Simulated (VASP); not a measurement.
Write the native input for VASP 6.6.1 that does the following.

```yaml
Task: single point
Functional: r2SCAN
Potentials_or_basis: VASP PAW PBE potentials, release 64 (Sn_d, Se)
Cutoff: 520 eV
k_mesh: 12 × 12 × 4
Occupations: gaussian, width 0.01 eV
Spin: no spin polarisation
Dipole_correction: no
Further_INCAR_settings: ALGO = Normal; EDIFF = 1e-07; NBANDS = 20
```

The system is SnSe2.

```
Sn Se
1.0
     3.82516    0.00000    0.00000
    -1.91258    3.31269    0.00000
     0.00000    0.00000    5.87585
Sn Se
1 2
Direct
  0.00000 0.00000 0.00000
  0.33333 0.66667 0.26608
  0.66667 0.33333 0.73392
```

This cell differs from its parent crystal: uniaxial z strain -5.6%.

One way to write it, as run:

POSCAR

```
SnSe2
1.0
    3.8251638350      0.0000000000      0.0000000000
   -1.9125819175      3.3126890547      0.0000000000
    0.0000000000      0.0000000000      5.8758502116
Sn Se
1 2
Direct
    0.0000000000      0.0000000000      0.0000000000
    0.3333333333      0.6666666667      0.2660809165
    0.6666666667      0.3333333333      0.7339190835
```

INCAR.step1

```
ALGO = Normal
EDIFF = 1E-4
ENCUT = 520
GGA = PE
ISMEAR = 0
LASPH = True
LCHARG = False
LREAL = False
LWAVE = True
NBANDS = 20
NELM = 80
PREC = Accurate
SIGMA = 0.01
```

INCAR.step2

```
ALGO = Normal
EDIFF = 1E-7
ENCUT = 520
ISIF = 2
ISMEAR = 0
ISTART = 1
LASPH = True
LCHARG = True
LELF = True
LMIXTAU = True
LREAL = False
LVHAR = True
LWAVE = False
METAGGA = R2SCAN
NBANDS = 20
NELM = 80
PREC = Accurate
SIGMA = 0.01
```

KPOINTS

```
k-points
0
Gamma
  12 12 4
```

Potentials or basis: VASP PAW PBE potentials, release 64 (Sn_d, Se).

Run with:

```console
$ cat potpaw_PBE.64/Sn_d/POTCAR potpaw_PBE.64/Se/POTCAR > POTCAR
$ cp INCAR.step1 INCAR
$ mpirun -np 1 vasp_std > vasp.out
$ cp INCAR.step2 INCAR
$ mpirun -np 1 vasp_std > vasp.out
```

Results of the run:

| Quantity | Value |
| --- | --- |
| Pressure | 2.6 GPa |
| Largest force | 0.025 eV/Å |
| Band gap on the k mesh | 0.71 eV (least direct gap 1.14 eV) |

Caveat: the cell differs from its parent crystal (uniaxial z strain -5.6%); the PAW data sets were made with another functional, which shifts forces and pressure a little; spin-orbit coupling is left out, which moves the levels of the heavy elements.

It took 10 min on 1 thread of Intel Xeon 8259CL, with other jobs on the host, peak memory 0.27 GiB.
